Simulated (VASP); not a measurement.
A run of VASP 6.6.1 is set up as follows.

The input INCAR:

```
SYSTEM = HgTe
PREC = Accurate
ENCUT = 520
EDIFF = 1E-7
ISMEAR = 0
SIGMA = 0.15
LREAL = .FALSE.
LASPH = .TRUE.
NELM = 100
ALGO = Normal
ISIF = 2
LWAVE = .FALSE.
LCHARG = .FALSE.
GGA = PE
NBANDS = 16
```

The input KPOINTS:

```
regular mesh
0
G
  14 14 14
  0 0 0
```

File POSCAR:

```
HgTe
1.0
    0.0000000000      3.3202050000      3.2235000000
    3.3202050000      0.0000000000      3.2235000000
    3.3202050000      3.3202050000      0.0000000000
Hg Te
1 1
Direct
    0.0000000000      0.0000000000      0.0000000000
    0.7500000000      0.7500000000      0.7500000000
```

Potentials or basis: VASP PAW PBE potentials, release 64 (Hg, Te).

Launch:

```sh
$ cat potpaw_PBE.64/Hg/POTCAR potpaw_PBE.64/Te/POTCAR > POTCAR
$ mpirun -np 1 vasp_std > vasp.out
```

Question: Estimate the band gap on the k mesh.

Answer: 0.08 eV (least direct gap 0.09 eV).

Question: Predict the pressure.

Answer: 1.3 GPa.

Stress tensor (GPa, compression positive):
```
1.18 0.00 0.00
0.00 1.18 0.00
0.00 0.00 1.58
```

Caveat: the cell differs from its parent crystal (strain +0.030 along x and y, +0.000 along z); the smearing spreads over this small gap; spin-orbit coupling is left out, which moves the levels of the heavy elements. A k mesh can miss the band edges.
